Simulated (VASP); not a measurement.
Wanted: the native input for a VASP 6.6.1 run.

| Item | Value |
| --- | --- |
| Task | single point |
| Functional | LDA |
| Potentials or basis | VASP PAW LDA potentials, release 64 (Si) |
| Cutoff | 500 eV |
| k mesh | 7 × 7 × 4 |
| Occupations | gaussian, width 0.15 eV |
| Spin | no spin polarisation |
| Dipole correction | no |
| Further INCAR settings | ALGO = Normal; EDIFF = 1e-06; NBANDS = 46 |

The structure of Si lies in POSCAR:

```
Si
1.0
   -3.2836945321      3.2836945321     -3.2836945321
   -3.2836945321     -3.2836945321      3.2836945321
    0.0000000000      7.9816026266      7.9816026266
Si
16
Direct
    0.8977581535      0.8977581535      0.6591922008
    0.3977581535      0.3977581535      0.2477842812
    0.2500000000      0.9544836931      0.7807699499
    0.7500000000      0.4544836931      0.3693620303
    0.6477581535      0.1477581535      0.6966437392
    0.1477581535      0.6477581535      0.2852358195
    0.7044836931      0.5000000000      0.5750659901
    0.2044836931      0.0000000000      0.1636580704
    0.6022418465      0.6022418465      0.0795318597
    0.1022418465      0.1022418465      0.4909397794
    0.2500000000      0.5455163069      0.7807699499
    0.7500000000      0.0455163069      0.3693620303
    0.8522418465      0.3522418465      0.0420803214
    0.3522418465      0.8522418465      0.4534882410
    0.2955163069      0.5000000000      0.5750659901
    0.7955163069      0.0000000000      0.1636580704
```

This cell differs from its parent crystal: the distance across one plane changed.

One way to write it, as run:

INCAR

```
SYSTEM = Si
PREC = Accurate
ENCUT = 500
EDIFF = 1E-6
ISMEAR = 0
SIGMA = 0.15
LREAL = .False.
LASPH = .True.
NELM = 120
ALGO = Normal
ISIF = 2
LWAVE = .False.
LCHARG = .False.
NBANDS = 46
GGA_COMPAT = .False.
```

KPOINTS

```
regular mesh
0
Gamma
  7 7 4
  0 0 0
```

Potentials or basis: VASP PAW LDA potentials, release 64 (Si).

The run is started by

```console
$ cat potpaw_LDA.64/Si/POTCAR > POTCAR
$ mpirun -np 1 vasp_std > vasp.out
```

It gave:

```yaml
Pressure: -2.5 GPa
Largest_force: 1.088 eV/Å
Band_gap_on_the_k_mesh: zero (bands 32 and 33 overlap by 0.50 eV)
```

Caveat: the cell differs from its parent crystal (the distance across one plane changed); semilocal functionals underestimate gaps, and a narrow one can read as zero; forces of over 1 eV/Å act on the atoms, so gaps and moduli don't describe the material at rest.

Wall time 51 min on 1 thread of Oxide Virtual Turin-like Processor, with other jobs on the host, peak memory 0.9 GiB.
